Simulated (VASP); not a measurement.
A run of VASP 6.6.1 is set up as follows.

The input INCAR:

```
PREC = Accurate ; ENCUT = 600
EDIFF = 1E-7 ; ISMEAR = 0
SIGMA = 0.1 ; LREAL = F
LASPH = T ; NELM = 100
ALGO = Normal ; ISIF = 3
LWAVE = F ; LCHARG = F
GGA = PE ; IBRION = 2
NSW = 90 ; EDIFFG = -0.04
```

Contents of KPOINTS:

```
regular mesh
0
Gamma
  12 12 4
```

POSCAR

```
B
1.0
    1.7778171000      0.0000000000      0.0000000000
   -0.8889085500      1.5396347700      0.0000000000
    0.0000000000      0.0000000000      3.9532070000
B
2
Direct
    0.0000000000      0.0000000000      0.2542118200
    0.0000000000      0.0000000000      0.7457881800
```

Potentials or basis: VASP PAW PBE potentials, release 64 (B).

The run is started by

```sh
$ cat potpaw_PBE.64/B/POTCAR > POTCAR
$ mpirun -np 1 vasp_std > vasp.out
```

(1) Predict the relaxed volume.

(2) Predict the space group after relaxing (to 0.05 Å).

(3) What does it give for the band gap on the k mesh?

(4) What does it give for the relaxed cell?

## Answers

(1) 8.42 Å³/atom.

(2) P6/mmm (No. 191).

(3) zero (band 3 reaches 9.42 eV, above the bottom of band 4 at -1.57 eV).

(4) a = 1.713 Å, b = 1.713 Å, c = 6.624 Å, α = 90.00°, β = 90.00°, γ = 120.00°.

Caveat: the k points lie up to 0.35 Å⁻¹ apart in the final cell; the volume moved by over 15 % at a fixed basis, so the end points are rough; this functional lacks dispersion, which binds the layers, so the pressure and a relaxed spacing across them are unreliable.
